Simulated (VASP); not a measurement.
Write the native input for VASP 6.6.1 that does the following.

| Property | Result |
| --- | --- |
| Task | relaxation of cell and atoms |
| Functional | PBE |
| Potentials or basis | VASP PAW PBE potentials, release 64 (K_sv, Mg, F) |
| Cutoff | 600 eV |
| k mesh | 3 × 3 × 3 |
| Occupations | gaussian, width 0.01 eV |
| Spin | no spin polarisation |
| Target pressure | 2 GPa |
| Dipole correction | no |
| Further INCAR settings | ALGO = Normal; EDIFF = 1e-07; IBRION = 2; EDIFFG = -0.1; NSW = 80; ISIF = 3 |

The structure of KMgF3 lies in POSCAR:

```
KMgF3
1.0
    3.9859000000      0.0000000000      0.0000000000
    0.0000000000      3.9859000000      0.0000000000
    0.0000000000      0.0000000000      3.9859000000
K Mg F
1 1 3
Direct
    0.5000000000      0.5000000000      0.5000000000
    0.0000000000      0.0000000000      0.0000000000
    0.5000000000      0.0000000000      0.0000000000
    0.0000000000      0.0000000000      0.5000000000
    0.0000000000      0.5000000000      0.0000000000
```

One way to write it, as run:

INCAR

```
SYSTEM = KMgF3
PREC     = Accurate       ! precision mode
ENCUT    = 600            ! plane-wave cutoff, eV
EDIFF    = 1E-7           ! SCF threshold, eV
ISMEAR   = 0              ! smearing method
SIGMA    = 0.01           ! smearing width, eV
LREAL    = .False.        ! projectors in reciprocal space
LASPH    = .True.         ! aspherical terms in the spheres
NELM     = 120            ! most SCF steps
ALGO     = Normal         ! electronic algorithm
ISIF     = 3              ! what is computed and relaxed
LWAVE    = .False.        ! write WAVECAR
LCHARG   = .False.        ! write CHGCAR
GGA      = PE             ! functional
IBRION   = 2              ! ionic algorithm
NSW      = 80             ! ionic steps
EDIFFG   = -0.1           ! ionic threshold
PSTRESS  = 20.0         
GGA_COMPAT= .False.      
NELMIN   = 4
```

KPOINTS

```
Automatic mesh
0
Gamma
  3 3 3
  0 0 0
```

Potentials or basis: VASP PAW PBE potentials, release 64 (K_sv, Mg, F).

Command:

```sh
$ cat potpaw_PBE.64/K_sv/POTCAR potpaw_PBE.64/Mg/POTCAR potpaw_PBE.64/F/POTCAR > POTCAR
$ mpirun -np 1 vasp_std > vasp.out
```

It gave:

| Item | Value |
| --- | --- |
| Pressure after relaxing | 3.2 GPa |
| Band gap on the k mesh | 7.47 eV, indirect (least direct gap 7.63 eV) |

Caveat: the k points lie up to 0.53 Å⁻¹ apart in the final cell; the relaxation stopped at its first step, so nothing moved; the cell is relaxed towards a set pressure, so the enthalpy falls and the energy may rise.

Wall time 10 s on 1 thread of Intel(R) Xeon(R) Platinum 8488C (Sapphire Rapids), on a shared host, peak memory 0.17 GiB.
